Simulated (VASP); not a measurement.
Wanted: the native input for a VASP 6.6.1 run.

```yaml
Task: single point
Functional: r2SCAN
Potentials_or_basis: VASP PAW PBE potentials, release 64 (Zn, S)
Cutoff: 520 eV
k_mesh: 6 × 6 × 2
Occupations: gaussian, width 0.05 eV
Spin: no spin polarisation
Dipole_correction: no
Further_INCAR_settings: ALGO = Normal; EDIFF = 1e-06; NBANDS = 46
```

ZnS:

```
CELL_PARAMETERS angstrom
3.80672 0.00000 0.00000
-1.90336 3.29672 0.00000
0.00000 0.00000 12.49147
ATOMIC_POSITIONS crystal
Zn 0.33320 0.66667 0.00269
Zn 0.33347 0.66667 0.50269
Zn 0.66377 0.33333 0.25269
Zn 0.66956 0.33333 0.75269
S 0.33990 0.66667 0.18981
S 0.32677 0.66667 0.68981
S 0.66667 0.33333 0.43981
S 0.66667 0.33333 0.93981
```

This cell differs from its parent crystal: atoms displaced along a vibrational mode.

One way to write it, as run:

POSCAR

```
ZnS
1.0
    3.8067217473      0.0000000000      0.0000000000
   -1.9033608736      3.2967177383      0.0000000000
    0.0000000000      0.0000000000     12.4914703042
Zn S
4 4
Direct
    0.3331969480      0.6666666667      0.0026940355
    0.3334697186      0.6666666667      0.5026940355
    0.6637739071      0.3333333333      0.2526940355
    0.6695594262      0.3333333333      0.7526940355
    0.3399006639      0.6666666667      0.1898059645
    0.3267660028      0.6666666667      0.6898059645
    0.6666666667      0.3333333333      0.4398059645
    0.6666666667      0.3333333333      0.9398059645
```

INCAR.step1

```
SYSTEM = ZnS
ALGO = Normal ; EDIFF = 1E-4
ENCUT = 520 ; GGA = PE
ISMEAR = 0 ; LASPH = .TRUE.
LCHARG = .FALSE. ; LREAL = .FALSE.
LWAVE = .TRUE. ; NBANDS = 46
NELM = 60 ; PREC = Accurate
SIGMA = 0.05
```

INCAR.step2

```
SYSTEM = ZnS
ALGO = Normal ; EDIFF = 1E-6
ENCUT = 520 ; ISIF = 2
ISMEAR = 0 ; ISTART = 1
LASPH = .TRUE. ; LCHARG = .FALSE.
LMIXTAU = .TRUE. ; LREAL = .FALSE.
LWAVE = .FALSE. ; METAGGA = R2SCAN
NBANDS = 46 ; NELM = 60
PREC = Accurate ; SIGMA = 0.05
```

KPOINTS

```
k-points
0
G
  6 6 2
  0 0 0
```

Potentials or basis: VASP PAW PBE potentials, release 64 (Zn, S).

Command:

```console
$ cat potpaw_PBE.64/Zn/POTCAR potpaw_PBE.64/S/POTCAR > POTCAR
$ cp INCAR.step1 INCAR
$ mpirun -np 1 vasp_std > vasp.out
$ cp INCAR.step2 INCAR
$ mpirun -np 1 vasp_std > vasp.out
```

Results of the run:

The pressure is 0.0 GPa and the largest force is 0.228 eV/Å. The band gap on the k mesh is 2.78 eV.

Caveat: the cell differs from its parent crystal (atoms displaced along a vibrational mode); the PAW data sets were made with another functional, which shifts forces and pressure a little.

It took 7.9 min on 1 thread of AMD EPYC 9R45 96-Core Processor (Zen 5), with other jobs on the host, peak memory 0.34 GiB.
